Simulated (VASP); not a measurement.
The system is BP.

```
B P
1.0
     2.40266    1.38718    3.08211
    -2.40266    1.38718    3.08211
     0.00000   -2.77435    3.08211
B P
2 2
Direct
  0.11333 0.11333 0.11333
  0.88667 0.88667 0.88667
  0.60664 0.60664 0.60664
  0.39336 0.39336 0.39336
```

```yaml
Program: VASP 6.6.1
Task: relaxation of cell and atoms
Functional: PBE
Potentials_or_basis: VASP PAW PBE potentials, release 64 (B, P)
Cutoff: 600 eV
k_mesh: 6 × 6 × 6
Occupations: gaussian, width 0.1 eV
Spin: no spin polarisation
```

At the start: pressure -9.9 GPa; volume 15.41 Å³/atom.

Task: How do energy, volume and symmetry change on relaxing?

Result: Over 28 steps the energy falls by 1136.5 meV/atom and the volume is 12.73 Å³/atom (-17.4 %); space group R-3m (No. 166, to 0.05 Å).

Step by step:
```csv
step,energy change (eV),largest force (eV/Å),pressure (GPa),volume (Å³)
1,0.0000,3.4593,-9.94,61.63
2,-1.5753,1.5002,-16.58,53.44
3,-2.5201,1.3237,4.57,42.45
4,-2.5578,0.9159,-3.29,44.56
5,-2.5621,0.9646,-1.27,43.94
6,-3.4455,2.0327,9.68,41.42
7,-1.8608,6.0926,67.93,37.35
8,-3.6284,2.0354,15.50,40.65
9,-3.5594,1.7097,34.58,39.05
10,-3.7230,2.0633,22.75,39.94
11,-3.8451,0.5200,26.34,40.31
12,-3.8453,0.3884,26.65,40.33
13,-4.0347,0.3112,20.84,41.62
14,-4.3326,1.9158,7.05,45.65
15,-4.3536,2.2721,3.32,47.05
16,-4.4525,1.3266,1.22,48.12
17,-4.5031,0.7057,-0.78,49.55
18,-4.5192,0.4639,0.48,49.61
19,-4.5230,0.2732,1.47,49.65
20,-4.5302,0.1789,1.09,49.94
21,-4.5343,0.4114,0.58,50.37
22,-4.5405,0.2559,-0.15,50.74
23,-4.5430,0.1613,-0.97,51.16
24,-4.5449,0.0767,-0.34,51.07
25,-4.5450,0.1137,-0.19,51.05
26,-4.5458,0.0057,-0.01,50.96
27,-4.5458,0.0521,0.06,50.92
28,-4.5461,0.0354,-0.10,50.90
```

Final structure:
```xyz
4
Lattice="2.2945 1.3247 2.7912 -2.2945 1.3247 2.7912 0.0000 -2.6494 2.7912" Properties=species:S:1:pos:R:3 pbc="T T T"
B     0.0000    0.0000    0.7822
B     0.0000    0.0000    7.5912
P     0.0000    0.0000    5.7243
P     0.0000    0.0000    2.6492
```

Caveat: the volume moved by over 15 % at a fixed basis, so the end points are rough.
